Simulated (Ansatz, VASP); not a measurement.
## B: VASP beside Ansatz

The input INCAR:

```
ALGO = Normal ; EDIFF = 1E-6
EDIFFG = -0.01 ; ENCUT = 600
GGA = PE ; IBRION = 2
ISIF = 3 ; ISMEAR = -1
LASPH = T ; LCHARG = F
LREAL = F ; LWAVE = F
NELM = 80 ; NSW = 80
PREC = Accurate ; SIGMA = 0.1
```

Contents of KPOINTS:

```
k-points
0
Gamma
  7 7 7
```

POSCAR

```
B
1.0
    3.7428346132      0.0000000000      0.0000000000
    0.0000000000      3.7428346132      0.0000000000
    0.0000000000      0.0000000000      3.7428346132
B
8
Direct
    0.0000000000      0.0000000000      0.0000000000
    0.5000000000      0.5000000000      0.5000000000
    0.2500000000      0.0000000000      0.5000000000
    0.7500000000      0.0000000000      0.5000000000
    0.5000000000      0.2500000000      0.0000000000
    0.5000000000      0.7500000000      0.0000000000
    0.0000000000      0.5000000000      0.2500000000
    0.0000000000      0.5000000000      0.7500000000
```

Input for Ansatz:

```yaml
crystal:
  lattice:
    - [3.7428346132, 0.0, 0.0]
    - [0.0, 3.7428346132, 0.0]
    - [0.0, 0.0, 3.7428346132]
  atoms:
    - { symbol: B, position: [0.0, 0.0, 0.0] }
    - { symbol: B, position: [0.5, 0.5, 0.5] }
    - { symbol: B, position: [0.25, 0.0, 0.5] }
    - { symbol: B, position: [0.75, 0.0, 0.5] }
    - { symbol: B, position: [0.5, 0.25, 0.0] }
    - { symbol: B, position: [0.5, 0.75, 0.0] }
    - { symbol: B, position: [0.0, 0.5, 0.25] }
    - { symbol: B, position: [0.0, 0.5, 0.75] }
hamiltonian:
  xc: pbe
  pseudopotentials:
    kind: paw
    azcp:
      B: "pseudopotentials/B.paw.azcp"
basis:
  ecutwfc: 420
  fft_grid_basis: typed
kpoints:
  mp_grid: { grid: [7, 7, 7], shift: [0, 0, 0] }
magnetization:
  spin_polarized: false
scf:
  occupations: { method: fermi_dirac, width: 0.1 }
relax:
  max_steps: 60
  f_tol: 0.01
  cell: {}
```

Alike in both runs: task relaxation of cell and atoms; functional PBE; k mesh 7 × 7 × 7; occupations fermi-dirac, width 0.1 eV; no spin polarisation.

```csv
,VASP,Ansatz
version,VASP 6.6.1,Ansatz 0.2.0
potentials or method,"VASP PAW PBE potentials, release 64 (B), cutoff 600 eV","plane waves (420 eV) with PAW, scalar-relativistic"
valence electrons in the cell,24,24
```

|  | VASP | Ansatz | Ansatz less VASP |
| --- | --- | --- | --- |
| relaxed volume (Å³/atom) | 6.15 | 6.15 | +0.003 |
| relaxed cell length with the largest relative difference (Å) | 3.664 | 3.664 | +0.0007 |
